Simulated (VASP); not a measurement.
Write the native input for VASP 6.6.1 that does the following.

```
Task                   : single point
Functional             : PBE
Potentials or basis    : VASP PAW PBE potentials, release 64 (Na_pv)
Cutoff                 : 500 eV
k mesh                 : 2 × 2 × 2, shifted
Occupations            : gaussian, width 0.1 eV
Spin                   : no spin polarisation
Dipole correction      : no
Further INCAR settings : ALGO = Normal; EDIFF = 1e-06; NBANDS = 10; ISYM = 0
```

The structure of Na lies in POSCAR:

```
Na
1.0
   -1.8882910800      1.8882910800      2.6372766800
    1.8882910800     -1.8882910800      2.6372766800
    1.8882910800      1.8882910800     -2.6372766800
Na
1
Direct
    0.0000000000      0.0000000000      0.0000000000
```

The input as run:

INCAR

```
SYSTEM = Na
PREC = Accurate ; ENCUT = 500
EDIFF = 1E-6 ; ISMEAR = 0
SIGMA = 0.1 ; LREAL = .FALSE.
LASPH = .TRUE. ; NELM = 120
ALGO = Normal ; ISIF = 2
LWAVE = .FALSE. ; LCHARG = .FALSE.
GGA = PE ; NBANDS = 10
ISYM = 0 ; GGA_COMPAT = .FALSE.
```

KPOINTS

```
Automatic mesh
0
Gamma
  2 2 2
  0 0 0.5
```

Potentials or basis: VASP PAW PBE potentials, release 64 (Na_pv).

Launch:

```sh
$ cat potpaw_PBE.64/Na_pv/POTCAR > POTCAR
$ mpirun -np 1 vasp_std > vasp.out
```

It gave:

The pressure is 0.0 GPa.

Caveat: the k points lie up to 1.18 Å⁻¹ apart.

It took 2.9 s on 1 thread of AMD EPYC 7R43 64-Core Processor (Zen 3), with other jobs on the host, peak memory 0.11 GiB.
